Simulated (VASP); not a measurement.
Set up this calculation in VASP 6.6.1, as the native input.

```yaml
Task: single point
Functional: PBE
Potentials_or_basis: VASP PAW PBE potentials, release 64 (Y_sv)
Cutoff: 400 eV
k_mesh: 1 × 1 × 1
Occupations: fermi-dirac, width 0.1 eV
Spin: no spin polarisation
Dipole_correction: no
Further_INCAR_settings: ALGO = Normal; EDIFF = 1e-06; NBANDS = 12
```

The structure of Y lies in POSCAR:

```
Y
1.0
    9.0000000000      0.0000000000      0.0000000000
    0.0000000000      9.0000000000      0.0000000000
    0.0000000000      0.0000000000      9.0000000000
Y
1
Direct
    0.5100000000      0.5200000000      0.4900000000
```

These files were run (other wordings do the same):

INCAR

```
  ALGO = Normal
  EDIFF = 1E-6
  ENCUT = 400
  GGA = PE
  GGA_COMPAT = False
  ISIF = 2
  ISMEAR = -1
  LASPH = True
  LCHARG = True
  LELF = True
  LREAL = False
  LVHAR = True
  LWAVE = False
  NBANDS = 12
  NELM = 120
  PREC = Accurate
  SIGMA = 0.1
```

KPOINTS

```
k-points
0
Gamma
  1 1 1
```

Potentials or basis: VASP PAW PBE potentials, release 64 (Y_sv).

Run with:

```console
$ cat potpaw_PBE.64/Y_sv/POTCAR > POTCAR
$ mpirun -np 1 vasp_gam > vasp.out
```

It took 29 s on 1 thread of AMD EPYC 7R43 64-Core Processor (Zen 3), on a shared host, peak memory 0.4 GiB.
